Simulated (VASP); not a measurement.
Sb:

```
Sb
1.0
     0.00000    2.41014    2.41014
     2.41014    0.00000    2.41014
     2.41014    2.41014    0.00000
Sb
1
Direct
  0.00000 0.00000 0.00000
```

* Program: VASP 6.6.1
* Task: relaxation of cell and atoms
* Functional: PBE
* Potentials or basis: VASP PAW PBE potentials, release 64 (Sb)
* Cutoff: 600 eV
* k mesh: 14 × 14 × 14
* Occupations: fermi-dirac, width 0.08 eV
* Spin: no spin polarisation

At the start: pressure -1.2 GPa; volume 28.00 Å³/atom.

Problem. How do energy, volume and symmetry change on relaxing?

Solution. Over 3 steps the energy falls by 2.3 meV/atom and the volume is 27.40 Å³/atom (-2.1 %); space group Fm-3m (No. 225, to 0.05 Å).

Step by step:
```tsv
step	energy change (eV)	largest force (eV/Å)	pressure (GPa)	volume (Å³)
1	0.0000	0.0000	-1.22	28.00
2	-0.0019	0.0000	0.57	27.15
3	-0.0023	0.0000	0.00	27.40
```

Final structure:
```yaml
crystal:
  lattice:
    - [0.00000, 2.39286, 2.39286]
    - [2.39286, 0.00000, 2.39286]
    - [2.39286, 2.39286, 0.00000]
  atoms:
    - { symbol: Sb, position: [0.00000, 0.00000, 0.00000] }
```
